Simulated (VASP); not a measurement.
Sb3Pd:

```
Sb Pd
1.0
     6.58518    0.00000    0.00000
    -3.29259    5.70293    0.00000
     0.00000    0.00000    5.28562
Sb Pd
6 2
Direct
  0.83300 0.66600 0.25000
  0.16700 0.83300 0.75000
  0.33400 0.16700 0.25000
  0.16700 0.33400 0.75000
  0.83300 0.16700 0.25000
  0.66600 0.83300 0.75000
  0.33333 0.66667 0.25000
  0.66667 0.33333 0.75000
```

| Property | Result |
| --- | --- |
| Program | VASP 6.6.1 |
| Task | relaxation of cell and atoms |
| Functional | PBE |
| Potentials or basis | VASP PAW PBE potentials, release 64 (Sb_d_GW, Pd_sv_GW) |
| Cutoff | 630 eV |
| k mesh | 3 × 3 × 4 |
| Occupations | gaussian, width 0.1 eV |
| Spin | no spin polarisation |

At the start: pressure -2.4 GPa; volume 24.81 Å³/atom.

Where does the relaxation end?

Over 8 steps the energy falls by 54.7 meV/atom and the volume is 24.04 Å³/atom (-3.1 %); space group P6_3/mmc (No. 194, to 0.1 Å) before and after.

Step by step:
```tsv
step	energy change (eV)	largest force (eV/Å)	pressure (GPa)	volume (Å³)
1	0.0000	0.8368	-2.42	198.50
2	-0.2759	0.5761	1.05	187.89
3	-0.2912	0.4540	2.38	184.95
4	-0.4204	0.0778	1.44	188.72
5	-0.4211	0.1233	1.39	189.01
6	-0.4273	0.0656	-1.03	194.86
7	-0.4368	0.0123	-0.01	192.26
8	-0.4379	0.0256	-0.03	192.32
```

Final structure:
```xyz
8
Lattice="6.3902 0.0000 0.0000 -3.1951 5.5341 0.0000 0.0000 0.0000 5.4384" Properties=species:S:1:pos:R:3 pbc="T T T"
Sb    3.1951    3.5904    1.3596
Sb   -1.5118    4.5622    4.0788
Sb    1.6833    0.9718    1.3596
Sb    0.0000    1.9437    4.0788
Sb    4.7069    0.9718    1.3596
Sb    1.5118    4.5622    4.0788
Pd    0.0000    3.6894    1.3596
Pd    3.1951    1.8447    4.0788
```

Caveat: the k points lie up to 0.38 Å⁻¹ apart in the final cell, too coarse for converged energies and pressures of a metal.
